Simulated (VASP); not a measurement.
# InAg2F5 (P6/mmm) in VASP: single point with PBE

Aim: the single point of InAg2F5 with PBE.

All numbers are computed with VASP 6.6.1; they aren't measurements. Logs are shortened: lines on timing, memory, paths and dates and some standing lists are left out, and cuts for length are marked.

## (1) The cell of the first run

It takes space group P6/mmm (No. 191, hexagonal). The conventional cell has a = 4.574 Å, b = 4.574 Å, c = 6.468 Å, α = 90.00°, β = 90.00°, γ = 120.00°. Within 3.8 Å of In (site symmetry 6/mmm) lie 14 F at 2.90 to 3.23 Å. Ag (site symmetry -6m2) has 5 F at 2.04 to 2.64 Å and 3 Ag at 2.64 Å within 2.7 Å. Within 2.7 Å of F (site symmetry 3m) lie 1 Ag at 2.04 Å and 4 F at 2.38 to 2.64 Å. Within 3.5 Å of F (site symmetry 6/mmm) lie 6 Ag at 2.64 Å and 2 In at 3.23 Å and 12 F at 3.34 Å.

The cell was generated, and may not be a known phase.

## (2) Single point, PBE

INCAR

```
ALGO     = Normal         # electronic algorithm
EDIFF    = 1E-6           # SCF threshold, eV
ENCUT    = 700            # plane-wave cutoff, eV
GGA      = PE             # functional
GGA_COMPAT= F            
ISIF     = 2              # what is computed and relaxed
ISMEAR   = 0              # smearing method
LASPH    = T              # aspherical terms in the spheres
LCHARG   = F              # write CHGCAR
LREAL    = F              # projectors in reciprocal space
LWAVE    = F              # write WAVECAR
NBANDS   = 53             # bands
NELM     = 120            # most SCF steps
PREC     = Accurate       # precision mode
SIGMA    = 0.1            # smearing width, eV
```

KPOINTS

```
k-points
0
Gamma
  6 6 2
```

POSCAR

```
InAg2F5
1.0
    4.5739483665     -0.0000000029      0.0000000000
   -2.2869741807      3.9611554825      0.0000000000
    0.0000000000      0.0000000000      6.4675462467
In Ag F
1 2 5
Direct
    0.0000000000      0.0000000000      0.5000000000
    0.3333333333      0.6666666667      0.0000000000
    0.6666666667      0.3333333333      0.0000000000
    0.3333333333      0.6666666667      0.6841078909
    0.6666666667      0.3333333333      0.6841078909
    0.6666666667      0.3333333333      0.3158921091
    0.3333333333      0.6666666667      0.3158921091
    0.0000000000      0.0000000000      0.0000000000
```

Potentials or basis: VASP PAW PBE potentials, release 64 (In_d, Ag_sv_GW, F).

Started as:

```bash
> cat potpaw_PBE.64/In_d/POTCAR potpaw_PBE.64/Ag_sv_GW/POTCAR potpaw_PBE.64/F/POTCAR > POTCAR
> mpirun -np 1 vasp_std > vasp.out
```

OUTCAR:

```text
EDIFF = 1E-6
   ENCUT = 700
   GGA = PE
   ISIF = 2
   ISMEAR = 0
   LASPH = T
   LREAL = F
   NELM = 120
   PREC = Accurate

 ion  position               nearest neighbor table
   1  0.000  0.000  0.500-   4 2.90   5 2.90   6 2.90   7 2.90   5 2.90   6 2.90   4 2.90   7 2.90
                             5 2.90   6 2.90   4 2.90   7 2.90
   2  0.333  0.667  0.000-   4 2.04   7 2.04   3 2.64   3 2.64   3 2.64
   3  0.667  0.333  0.000-   5 2.04   6 2.04   2 2.64   2 2.64   2 2.64
   4  0.333  0.667  0.684-   2 2.04   1 2.90   1 2.90   1 2.90
   5  0.667  0.333  0.684-   3 2.04   1 2.90   1 2.90   1 2.90
   6  0.667  0.333  0.316-   3 2.04   1 2.90   1 2.90   1 2.90
   7  0.333  0.667  0.316-   2 2.04   1 2.90   1 2.90   1 2.90
   8  0.000  0.000  0.000-

  LATTYP: Found a hexagonal cell.
 ALAT       =     4.5739483665
 C/A-ratio  =     1.4139963394

  Lattice vectors:

 A1 = (   4.5739483665,  -0.0000000029,   0.0000000000)
 A2 = (  -2.2869741807,   3.9611554825,   0.0000000000)
 A3 = (   0.0000000000,   0.0000000000,   6.4675462467)

Analysis of symmetry for initial positions (statically):
=====================================================================
 Subroutine PRICEL returns:
 Original cell was already a primitive cell.

 Routine SETGRP: Setting up the symmetry group for a
 hexagonal supercell.

 Subroutine GETGRP returns: Found 24 space group operations
 (whereof 24 operations were pure point group operations)
 out of a pool of 24 trial point group operations.

The static configuration has the point symmetry D_6h.

Analysis of symmetry for dynamics (positions and initial velocities):
=====================================================================
 Subroutine PRICEL returns:
 Original cell was already a primitive cell.

 Routine SETGRP: Setting up the symmetry group for a
 hexagonal supercell.

 Subroutine GETGRP returns: Found 24 space group operations
 (whereof 24 operations were pure point group operations)
 out of a pool of 24 trial point group operations.

The dynamic configuration has the point symmetry D_6h.

 Subroutine INISYM returns: Found 24 space group operations
 (whereof 24 operations are pure point group operations),
 and found     1 'primitive' translations

[... 97 lines left out ...]
   EDIFFG = 0.1E-04   stopping-criterion for IOM
   NSW    =      0    number of steps for IOM
   IBRION =     -1    ionic relax: 0-MD 1-quasi-New 2-CG
   NFREE  =      0    steps in history (QN), initial steepest desc. (CG)
   ISIF   =      2    stress and relaxation
   ISYM   =      2    0-nonsym 1-usesym 2-fastsym
   POTIM  = 0.5000    time-step for ionic-motion
   TEBEG  =    0.0;   TEEND  =   0.0 temperature during run
   PSTRESS=    0.0 pullay stress
   NELECT =      86.0000    total number of electrons
   NUPDOWN=      -1.0000    fix difference up-down
   EMIN   =  10.00;   EMAX   =-10.00  energy-range for DOS
   EFERMI =   0.00;   METHOD = LEGACY
   ISMEAR =     0;   SIGMA  =   0.10  broadening in eV -4-tet -1-fermi 0-gaus
   EFERMI_NEDOS =   21; number of points for ismear=-14 and -15
   IALGO  =     38    algorithm
   IMIX   =      4    mixing-type and parameters
     AMIX     =   0.40;   BMIX     =  1.00
     AMIX_MAG =   1.60;   BMIX_MAG =  1.00
  volume/ion in A,a.u.               =      14.65        98.85
  Fermi-wavevector in a.u.,A,eV,Ry     =   1.476693  2.790544 29.669148  2.180621
  Thomas-Fermi vector in A             =   2.591188
   LORBIT       =      0    0 simple, 1 ext, 2 COOP (PROOUT), +10 PAW based schemes
   GGA     = PE    functional components
   LHFCALC =     F    Hartree Fock is set to
   AEXX    =    0.0000 exact exchange contribution
   IVDW    =     0    specifies the selected vdW correction
   LEPSILON=     F    determine dielectric tensor
   LRPA    =     F    only Hartree local field effects (RPA)
 non-spin polarized calculation
 Gauss-broadening in eV      SIGMA  =   0.10
  energy-cutoff  :      700.00
  volume of cell :      117.18
 maximum number of plane-waves:      4941
 NGX is ok and might be reduce to    40
   NGX = 19   NGY = 19   NGZ = 27

 number of electron      86.0000006 magnetization

 Free energy of the ion-electron system (eV)
  ---------------------------------------------------
  ext. energy  EPLUGINS =         0.00000000
  ---------------------------------------------------
  free energy    TOTEN  =       -22.01892512 eV

  energy without entropy =      -21.99685790  energy(sigma->0) =      -22.00789151

 E-fermi :   2.1620     XC(G=0): -10.3118

 val. band max:        2.0983644183   @ k =   0.5000  -0.0000   0.5000
 cond. band min:       2.1712519453   @ k =   0.3333   0.1667   0.0000
 fundamental gap:      0.0728875270
 Fermi energy:         2.1619841031

 k-point     1 :       0.0000    0.0000    0.0000
  band No.  band energies     occupation
      1     -88.6727      2.00000
      2     -88.6420      2.00000
      3     -52.2483      2.00000
      4     -52.2165      2.00000
      5     -52.1731      2.00000
      6     -52.1731      2.00000
[... 773 lines left out ...]
     52      13.7206      0.00000
     53      14.4627      0.00000

------------------------ aborting loop because EDIFF is reached ----------------------------------------

  FORCE on cell =-STRESS in cart. coord.  units (eV):
  Direction    XX          YY          ZZ          XY          YZ          ZX
  --------------------------------------------------------------------------------------
  -------------------------------------------------------------------------------------
  Total       -0.2838682     -0.2838682     -0.0334008     -0.0000000      0.0000000     -0.0000000
  in kB       -3.8812770     -3.8812770     -0.4566824     -0.0000000      0.0000000     -0.0000000
  external PRESSURE =      -2.7397454 kB  Pullay stress =       0.0000000 kB

 VOLUME and BASIS-vectors are now :
 -----------------------------------------------------------------------------
  energy-cutoff  :      700.00
  volume of cell :      117.18
      direct lattice vectors                 reciprocal lattice vectors
     4.573948366 -0.000000003  0.000000000     0.218629490  0.126225795  0.000000000
    -2.286974181  3.961155483  0.000000000     0.000000000  0.252451590  0.000000000
     0.000000000  0.000000000  6.467546247     0.000000000  0.000000000  0.154618144

 POSITION                                       TOTAL-FORCE (eV/Angst)
 -----------------------------------------------------------------------------------
      0.00000      0.00000      3.23377        -0.000000      0.000000      0.000000
      0.00000      2.64077      0.00000        -0.000000      0.000000      0.000000
      2.28697      1.32039      0.00000         0.000000      0.000000      0.000000
      0.00000      2.64077      4.42450        -0.000000      0.000000     -0.033459
      2.28697      1.32039      4.42450        -0.000000     -0.000000     -0.033459
      2.28697      1.32039      2.04305        -0.000000     -0.000000      0.033459
      0.00000      2.64077      2.04305         0.000000      0.000000      0.033459
      0.00000      0.00000      0.00000        -0.000000      0.000000      0.000000
 -----------------------------------------------------------------------------------
    total drift:                                0.000000     -0.000000      0.000000

  FREE ENERGIE OF THE ION-ELECTRON SYSTEM (eV)
  ---------------------------------------------------
  free  energy   TOTEN  =       -22.0189251152 eV

  energy  without entropy=      -21.9968579006  energy(sigma->0) =      -22.00789151
```

OSZICAR:

```text
N       E                     dE             d eps       ncg     rms          rms(c)
DAV:   1     0.193591872910E+04    0.19359E+04   -0.53473E+04  1574   0.246E+03
DAV:   2     0.271108186681E+03   -0.16648E+04   -0.15866E+04  1484   0.913E+02
DAV:   3    -0.148980364398E+02   -0.28601E+03   -0.27292E+03  2187   0.371E+02
DAV:   4    -0.378310359958E+02   -0.22933E+02   -0.22430E+02  2256   0.117E+02
DAV:   5    -0.384724992297E+02   -0.64146E+00   -0.63994E+00  2168   0.207E+01    0.223E+01
DAV:   6    -0.254352801300E+02    0.13037E+02   -0.76267E+01  2224   0.845E+01    0.153E+01
DAV:   7    -0.222478243996E+02    0.31875E+01   -0.96512E+00  2264   0.513E+01    0.558E+00
DAV:   8    -0.220856350512E+02    0.16219E+00   -0.16360E+00  2078   0.979E+00    0.172E+00
DAV:   9    -0.220175691182E+02    0.68066E-01   -0.77092E-02  2200   0.375E+00    0.458E-01
DAV:  10    -0.220185765098E+02   -0.10074E-02   -0.25585E-02  2299   0.136E+00    0.295E-01
DAV:  11    -0.220187437095E+02   -0.16720E-03   -0.15508E-03  2176   0.447E-01    0.143E-01
DAV:  12    -0.220188837144E+02   -0.14000E-03   -0.27107E-04  2230   0.202E-01    0.720E-02
DAV:  13    -0.220189291838E+02   -0.45469E-04   -0.92469E-05  2076   0.893E-02    0.310E-02
DAV:  14    -0.220189250908E+02    0.40930E-05   -0.16366E-05  2088   0.832E-02    0.788E-03
DAV:  15    -0.220189251152E+02   -0.24473E-07   -0.74649E-06  1478   0.182E-02
   1 F= -.22018925E+02 E0= -.22007892E+02  d E =-.220672E-01
```

stdout:

```text
POSCAR found type information on POSCAR InAgF
 POSCAR found :  3 types and       8 ions
 scaLAPACK will be used
 LDA part: xc-table for (Slater+PW92), standard interpolation
 POSCAR, INCAR and KPOINTS ok, starting setup
 FFT: planning ... GRIDC
 FFT: planning ... GRID_SOFT
 FFT: planning ... GRID
 WAVECAR not read
 entering main loop
```

It took 1.9 min on 1 thread of Intel Xeon 6975P-C (Granite Rapids), shared host; peak memory 0.36 GiB.

What came out:

- Free energy: -22.0189 eV
- Pressure: -0.3 GPa
- Largest force: 0.033 eV/Å
- Band gap on the k mesh: zero (bands 43 and 44 overlap by 0.38 eV)

Forces on the atoms (eV/Å):
```
In   0.000  0.000  0.000
Ag   0.000  0.000  0.000
Ag   0.000  0.000  0.000
F    0.000  0.000 -0.033
F    0.000  0.000 -0.033
F    0.000  0.000  0.033
F    0.000  0.000  0.033
F    0.000  0.000  0.000
```

Caveat: the k points lie up to 0.49 Å⁻¹ apart; semilocal functionals underestimate gaps, and a narrow one can read as zero; spin-orbit coupling is left out, which moves the levels of the heavy elements.

The gap in the log of VASP goes by the Fermi energy; the results here count the filled bands.